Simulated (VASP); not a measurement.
A run of VASP 6.6.1 is set up as follows.

Contents of INCAR:

```
SYSTEM = Al2BN3
PREC = Accurate ; ENCUT = 600
EDIFF = 1E-6 ; ISMEAR = 0
SIGMA = 0.1 ; LREAL = .False.
LASPH = .True. ; NELM = 60
ALGO = Normal ; ISIF = 3
LWAVE = .False. ; LCHARG = .False.
GGA = PE ; IBRION = 2
NSW = 90 ; EDIFFG = -0.04
```

KPOINTS

```
regular mesh
0
Gamma
  6 6 4
  0 0 0
```

The input POSCAR:

```
Al2BN3
1.0
    2.9590951862      0.0000000000      0.0000000000
   -1.4795475931      2.5626516035      0.0000000000
    0.0000000000      0.0000000000      7.2336463702
Al B N
2 1 3
Direct
    0.0000000000      0.0000000000      0.0136999577
    0.3333333333      0.6666666667      0.6562398898
    0.6666666667      0.3333333333      0.3208230510
    0.0000000000      0.0000000000      0.7545453086
    0.3333333333      0.6666666667      0.3944210214
    0.6666666667      0.3333333333      0.1102707714
```

Potentials or basis: VASP PAW PBE potentials, release 64 (Al, B, N).

Launch:

```console
$ cat potpaw_PBE.64/Al/POTCAR potpaw_PBE.64/B/POTCAR potpaw_PBE.64/N/POTCAR > POTCAR
$ mpirun -np 1 vasp_std > vasp.out
```

**Question.** Estimate the band gap on the k mesh.

**Answer.** 3.10 eV, indirect (least direct gap 4.07 eV).

Forces on the atoms (eV/Å):
```
Al   0.000  0.000 -0.012
Al   0.000  0.000  0.005
B    0.000  0.000  0.026
N    0.000  0.000 -0.014
N    0.000  0.000  0.013
N    0.000  0.000 -0.018
```

Caveat: the relaxation stopped at its first step, so nothing moved. A k mesh can miss the band edges.
